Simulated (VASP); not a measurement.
# TePb (I4/mmm) in VASP: single point with r2SCAN

Aim: the single point of TePb with r2SCAN.

Everything below comes from runs of VASP 6.6.1. Logs are shortened: lines on timing, memory, paths and dates and some standing lists are left out, and cuts for length are marked.

## (1) The cell of the first run

The structure is tetragonal, space group I4/mmm (No. 139). Conventional cell: a = 4.621 Å, b = 4.621 Å, c = 6.470 Å, α = 90.00°, β = 90.00°, γ = 90.00°. Pb (site symmetry 4/mmm) has 6 Te at 3.24 to 3.27 Å within 4.3 Å. Within 4.3 Å of Te (site symmetry 4/mmm) lie 6 Pb at 3.24 to 3.27 Å.

## (2) Single point, r2SCAN, non-collinear spin, zero start, spin-orbit coupling (uniaxial z strain -1.0%)

POSCAR

```
TePb
1.0
    0.0000000000      3.2678368488      3.2351584803
    3.2678368488      0.0000000000      3.2351584803
    3.2678368488      3.2678368488      0.0000000000
Pb Te
1 1
Direct
    0.0000000000      0.0000000000      0.0000000000
    0.5000000000      0.5000000000      0.5000000000
```

INCAR.step1

```
SYSTEM = TePb
ALGO = Normal
EDIFF = 1E-4
ENCUT = 520
GGA = PE
GGA_COMPAT = .FALSE.
ISMEAR = -1
LASPH = .TRUE.
LCHARG = .FALSE.
LREAL = .FALSE.
LSORBIT = .TRUE.
LWAVE = .TRUE.
MAGMOM = 0 0 0 0 0 0
NBANDS = 32
NELM = 150
PREC = Accurate
SIGMA = 0.02
```

INCAR.step2

```
SYSTEM = TePb
ALGO = Normal
EDIFF = 1E-7
ENCUT = 520
GGA_COMPAT = .FALSE.
ISIF = 2
ISMEAR = -1
ISTART = 1
LASPH = .TRUE.
LCHARG = .TRUE.
LMIXTAU = .TRUE.
LORBIT = 11
LORBMOM = .TRUE.
LREAL = .FALSE.
LSORBIT = .TRUE.
LVHAR = .TRUE.
LWAVE = .FALSE.
MAGMOM = 0 0 0 0 0 0
METAGGA = R2SCAN
NBANDS = 32
NELM = 150
PREC = Accurate
SIGMA = 0.02
```

KPOINTS

```
k-points
0
G
  8 8 8
  0 0 0
```

Potentials or basis: VASP PAW PBE potentials, release 64 (Pb_d, Te).

Started as:

```sh
> cat potpaw_PBE.64/Pb_d/POTCAR potpaw_PBE.64/Te/POTCAR > POTCAR
> cp INCAR.step1 INCAR
> mpirun -np 1 vasp_ncl > vasp.out
> cp INCAR.step2 INCAR
> mpirun -np 1 vasp_ncl > vasp.out
```

OUTCAR:

```text
SYSTEM = TePb
   EDIFF = 1E-7
   ENCUT = 520
   ISIF = 2
   ISMEAR = -1
   ISTART = 1
   LASPH = .TRUE.
   LORBIT = 11
   LREAL = .FALSE.
   LSORBIT = .TRUE.
   METAGGA = R2SCAN
   NELM = 150
   PREC = Accurate

 ion  position               nearest neighbor table
   1  0.000  0.000  0.000-   2 3.24   2 3.24   2 3.27   2 3.27   2 3.27   2 3.27
   2  0.500  0.500  0.500-   1 3.24   1 3.24   1 3.27   1 3.27   1 3.27   1 3.27

  LATTYP: Found a body centered tetragonal cell.
 ALAT       =     4.6214191912
 C/A-ratio  =     1.4000714267

  Lattice vectors:

 A1 = (   0.0000000000,  -3.2678368488,  -3.2351584803)
 A2 = (   0.0000000000,   3.2678368488,  -3.2351584803)
 A3 = (   3.2678368488,   0.0000000000,   3.2351584803)

Analysis of symmetry for initial positions (statically):
=====================================================================
 Subroutine PRICEL returns:
 Original cell was already a primitive cell.

 Routine SETGRP: Setting up the symmetry group for a
 body centered tetragonal supercell.

 Subroutine GETGRP returns: Found 16 space group operations
 (whereof 16 operations were pure point group operations)
 out of a pool of 16 trial point group operations.

The static configuration has the point symmetry D_4h.

Analysis of symmetry for dynamics (positions and initial velocities):
=====================================================================
 Subroutine PRICEL returns:
 Original cell was already a primitive cell.

 Routine SETGRP: Setting up the symmetry group for a
 body centered tetragonal supercell.

 Subroutine GETGRP returns: Found 16 space group operations
 (whereof 16 operations were pure point group operations)
 out of a pool of 16 trial point group operations.

The dynamic configuration has the point symmetry D_4h.

Analysis of structural, dynamic, and magnetic symmetry:
=====================================================================
 Subroutine PRICEL returns:
 Original cell was already a primitive cell.

 Routine SETGRP: Setting up the symmetry group for a
 body centered tetragonal supercell.

 Subroutine GETGRP returns: Found 16 space group operations
 (whereof 16 operations were pure point group operations)
 out of a pool of 16 trial point group operations.

The overall configuration has the point symmetry D_4h.

 Subroutine INISYM returns: Found 16 space group operations
 (whereof 16 operations are pure point group operations),
 and found     1 'primitive' translations

----------------------------------------------------------------------------------------

                                     Primitive cell

  volume of cell :      69.0949

  direct lattice vectors                    reciprocal lattice vectors
     0.000000000  3.267836849  3.235158480    -0.153006415  0.153006415  0.154551934
     3.267836849  0.000000000  3.235158480     0.153006415 -0.153006415  0.154551934
     3.267836849  3.267836849  0.000000000     0.153006415  0.153006415 -0.154551934

  length of vectors
     4.598370153  4.598370153  4.621419191     0.265910184  0.265910184  0.265910184

  position of ions in fractional coordinates (direct lattice)
     0.000000000  0.000000000  0.000000000
     0.500000000  0.500000000  0.500000000

  ion indices of the primitive-cell ions
   primitive index   ion index
                 1           1
                 2           2

----------------------------------------------------------------------------------------

 KPOINTS: k-points

Automatic generation of k-mesh.
 Grid dimensions read from file:
 generate k-points for:    8    8    8

 Generating k-lattice:

  Cartesian coordinates                     Fractional coordinates (reciprocal lattice)
    -0.019125802  0.019125802  0.019318992     0.125000000  0.000000000  0.000000000
     0.019125802 -0.019125802  0.019318992     0.000000000  0.125000000  0.000000000
     0.019125802  0.019125802 -0.019318992    -0.000000000 -0.000000000  0.125000000

  Length of vectors
     0.033238773  0.033238773  0.033238773
[... 96 lines left out ...]

 Free energy of the ion-electron system (eV)
  ---------------------------------------------------
  ext. energy  EPLUGINS =         0.00000000
  ---------------------------------------------------
  free energy    TOTEN  =       -83.20261666 eV

  energy without entropy =      -83.20261155  energy(sigma->0) =      -83.20261410

 E-fermi :   5.3996     XC(G=0):  -9.6980

 val. band max:        5.2621200762   @ k =   0.5000   0.0000   0.0000
 cond. band min:       5.5369624523   @ k =   0.5000   0.0000   0.0000
 fundamental gap:      0.2748423760
 Fermi energy:         5.3995501244

 k-point     1 :       0.0000    0.0000    0.0000
  band No.  band energies     occupation
      1     -13.5787      1.00000
      2     -13.5787      1.00000
      3     -13.5753      1.00000
      4     -13.5753      1.00000
      5     -11.0127      1.00000
      6     -11.0127      1.00000
[... 829 lines left out ...]
     31      14.3094      0.00000
     32      14.3094      0.00000

 [... further k-points ...]

------------------------ aborting loop because EDIFF is reached ----------------------------------------

  FORCE on cell =-STRESS in cart. coord.  units (eV):
  Direction    XX          YY          ZZ          XY          YZ          ZX
  --------------------------------------------------------------------------------------
  -------------------------------------------------------------------------------------
  Total       -0.0130555     -0.0130555      0.4592751      0.0000000      0.0000000     -0.0000000
  in kB       -0.3027317     -0.3027317     10.6496960      0.0000000      0.0000000     -0.0000000
  external PRESSURE =       3.3480775 kB  Pullay stress =       0.0000000 kB

 VOLUME and BASIS-vectors are now :
 -----------------------------------------------------------------------------
  energy-cutoff  :      520.00
  volume of cell :       69.09
      direct lattice vectors                 reciprocal lattice vectors
     0.000000000  3.267836849  3.235158480    -0.153006415  0.153006415  0.154551934
     3.267836849  0.000000000  3.235158480     0.153006415 -0.153006415  0.154551934
     3.267836849  3.267836849  0.000000000     0.153006415  0.153006415 -0.154551934

 POSITION                                       TOTAL-FORCE (eV/Angst)
 -----------------------------------------------------------------------------------
      0.00000      0.00000      0.00000         0.000000      0.000000      0.000000
      3.26784      3.26784      3.23516        -0.000000      0.000000      0.000000
 -----------------------------------------------------------------------------------
    total drift:                               -0.000000      0.000000      0.000000

  FREE ENERGIE OF THE ION-ELECTRON SYSTEM (eV)
  ---------------------------------------------------
  free  energy   TOTEN  =       -83.2026166554 eV

  energy  without entropy=      -83.2026115523  energy(sigma->0) =      -83.20261410

 orbital moment (x)

 # of ion     p       d       tot
 ----------------------------------------
  1        -0.000   0.000   0.000
  2        -0.000   0.000  -0.000
 ----------------------------------------
           -0.000   0.000  -0.000

 orbital moment (y)

 # of ion     p       d       tot
 ----------------------------------------
  1         0.000  -0.000  -0.000
  2         0.000  -0.000   0.000
 ----------------------------------------
            0.000  -0.000   0.000

 orbital moment (z)

 # of ion     p       d       tot
 ----------------------------------------
  1         0.000   0.000   0.000
  2         0.000   0.000   0.000
 ----------------------------------------
            0.000   0.000   0.000

 Spin-Orbit-Coupling matrix elements

 Ion:    1  E_soc:     -0.8420350
 l=   1
     0.0000000    -0.0754592    -0.0746657
    -0.0754592     0.0000000    -0.0754592
    -0.0746657    -0.0754592     0.0000000
 l=   2
     0.0000000    -0.0130237     0.0000000    -0.0130237    -0.0521146
    -0.0130237     0.0000000    -0.0390926    -0.0130243    -0.0130309
     0.0000000    -0.0390926     0.0000000    -0.0390926     0.0000000
    -0.0130237    -0.0130243    -0.0390926     0.0000000    -0.0130309
    -0.0521146    -0.0130309     0.0000000    -0.0130309     0.0000000
 l=   3
     0.0000000     0.0000000     0.0000000     0.0000000     0.0000000     0.0000000     0.0000000
     0.0000000     0.0000000     0.0000000     0.0000000     0.0000000     0.0000000     0.0000000
     0.0000000     0.0000000     0.0000000     0.0000000     0.0000000     0.0000000     0.0000000
     0.0000000     0.0000000     0.0000000     0.0000000     0.0000000     0.0000000     0.0000000
     0.0000000     0.0000000     0.0000000     0.0000000     0.0000000     0.0000000     0.0000000
     0.0000000     0.0000000     0.0000000     0.0000000     0.0000000     0.0000000     0.0000000
     0.0000000     0.0000000     0.0000000     0.0000000     0.0000000     0.0000000     0.0000000

 Ion:    2  E_soc:     -0.1999410
 l=   1
     0.0000000    -0.0333299    -0.0334024
    -0.0333299     0.0000000    -0.0333299
    -0.0334024    -0.0333299     0.0000000
 l=   2
     0.0000000    -0.0000079     0.0000000    -0.0000079     0.0000373
    -0.0000079     0.0000000     0.0000295    -0.0000087     0.0000098
     0.0000000     0.0000295     0.0000000     0.0000295     0.0000000
    -0.0000079    -0.0000087     0.0000295     0.0000000     0.0000098
     0.0000373     0.0000098     0.0000000     0.0000098     0.0000000
 l=   3
     0.0000000     0.0000000     0.0000000     0.0000000     0.0000000     0.0000000     0.0000000
     0.0000000     0.0000000     0.0000000     0.0000000     0.0000000     0.0000000     0.0000000
     0.0000000     0.0000000     0.0000000     0.0000000     0.0000000     0.0000000     0.0000000
     0.0000000     0.0000000     0.0000000     0.0000000     0.0000000     0.0000000     0.0000000
     0.0000000     0.0000000     0.0000000     0.0000000     0.0000000     0.0000000     0.0000000
     0.0000000     0.0000000     0.0000000     0.0000000     0.0000000     0.0000000     0.0000000
     0.0000000     0.0000000     0.0000000     0.0000000     0.0000000     0.0000000     0.0000000

 total charge

# of ion       s       p       d       tot
------------------------------------------
    1        1.450   0.574   9.825  11.850
    2        1.376   2.034   0.017   3.427
--------------------------------------------------
tot          2.827   2.608   9.843  15.277

 magnetization (x)

# of ion       s       p       d       tot
------------------------------------------
    1        0.000   0.000  -0.000  -0.000
    2        0.000  -0.000  -0.000  -0.000
--------------------------------------------------
tot          0.000  -0.000  -0.000  -0.000

 magnetization (y)

# of ion       s       p       d       tot
------------------------------------------
    1        0.000  -0.000   0.000   0.000
    2       -0.000   0.000   0.000   0.000
--------------------------------------------------
tot         -0.000   0.000   0.000   0.000

 magnetization (z)

# of ion       s       p       d       tot
------------------------------------------
    1       -0.000   0.000   0.000  -0.000
    2       -0.000   0.000   0.000  -0.000
--------------------------------------------------
tot         -0.000   0.000   0.000  -0.000
```

Wall time 13 min (1 thread of Intel Xeon 6975P-C (Granite Rapids), shared host); peak memory 0.58 GiB.

What came out:

| Quantity | Value |
| --- | --- |
| Free energy | -83.2026 eV |
| Pressure | 0.3 GPa |
| Net moment | 0.00 μB per cell |
| Valence electrons inside the program's atomic spheres | Pb 11.85; Te 3.43 |

Stress tensor (GPa, compression positive):
```
-0.03  0.00  0.00
 0.00 -0.03  0.00
 0.00  0.00  1.06
```

Moments on the atoms (μB; x, y, z):
```
Pb  0.00 0.00 0.00
Te  0.00 0.00 0.00
```

Caveat: the cell differs from its parent crystal (uniaxial z strain -1.0%); the structure was generated, so it needn't be the stable form of TePb; the PAW data sets were made with another functional, which shifts forces and pressure a little.
